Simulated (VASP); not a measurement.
Wanted: the native input for a VASP 6.6.1 run.

```yaml
Task: single point
Functional: PBE
Potentials_or_basis: VASP PAW PBE potentials, release 64 (Sn_d, O)
Cutoff: 520 eV
k_mesh: 3 × 3 × 2
Occupations: fermi-dirac, width 0.05 eV
Spin: no spin polarisation
Dipole_correction: no
Further_INCAR_settings: ALGO = Normal; EDIFF = 1e-07; NBANDS = 56
```

The structure of Sn3O8 (a cell with a defect) lies in POSCAR:

```
Sn3O8
1.0
    4.7083472500      0.0000000000      0.0000000000
    0.0000000000      4.7083472500      0.0000000000
    0.0000000000      0.0000000000      6.3331146200
Sn O
3 8
Direct
    0.0007170244     -0.0015978006      0.0144219717
    0.0007316793     -0.0016037475      0.4839962931
    0.5007166793      0.4984179958      0.7492045044
    0.4231334042      0.1348810881     -0.0190703954
    0.1105950713      0.7328990019      0.2492149747
    0.5782827509      0.8619786911     -0.0190879223
    0.8908055794      0.2638607422      0.2492193959
    0.4231463599      0.1349205924      0.5174709754
    0.1102654440      0.7357560554      0.7492086098
    0.5782844500      0.8620056645      0.5174984501
    0.8911791712      0.2611113698      0.7492152416
```

These files were run (other wordings do the same):

INCAR

```
ALGO     = Normal         # electronic algorithm
EDIFF    = 1E-7           # SCF threshold, eV
ENCUT    = 520            # plane-wave cutoff, eV
GGA      = PE             # functional
ISIF     = 2              # what is computed and relaxed
ISMEAR   = -1             # smearing method
LASPH    = True           # aspherical terms in the spheres
LCHARG   = True           # write CHGCAR
LELF     = True           # ELF
LREAL    = False          # projectors in reciprocal space
LVHAR    = True         
LWAVE    = False          # write WAVECAR
NBANDS   = 56             # bands
NELM     = 60             # most SCF steps
PREC     = Accurate       # precision mode
SIGMA    = 0.05           # smearing width, eV
```

KPOINTS

```
k-points
0
Gamma
  3 3 2
```

Potentials or basis: VASP PAW PBE potentials, release 64 (Sn_d, O).

The run is started by

```console
$ cat potpaw_PBE.64/Sn_d/POTCAR potpaw_PBE.64/O/POTCAR > POTCAR
$ mpirun -np 1 vasp_std > vasp.out
```

It gave:

* Pressure: 5.1 GPa
* Largest force: 0.169 eV/Å
* Band gap on the k mesh: zero (band 45 reaches 5.18 eV, above the bottom of band 46 at 5.17 eV)

Caveat: the k points lie up to 0.50 Å⁻¹ apart; spin-orbit coupling is left out, which moves the levels of the heavy elements.

Wall time 54 s on 1 thread of Intel(R) Xeon(R) 6975P-C (Granite Rapids) (shared host), peak memory 0.25 GiB.
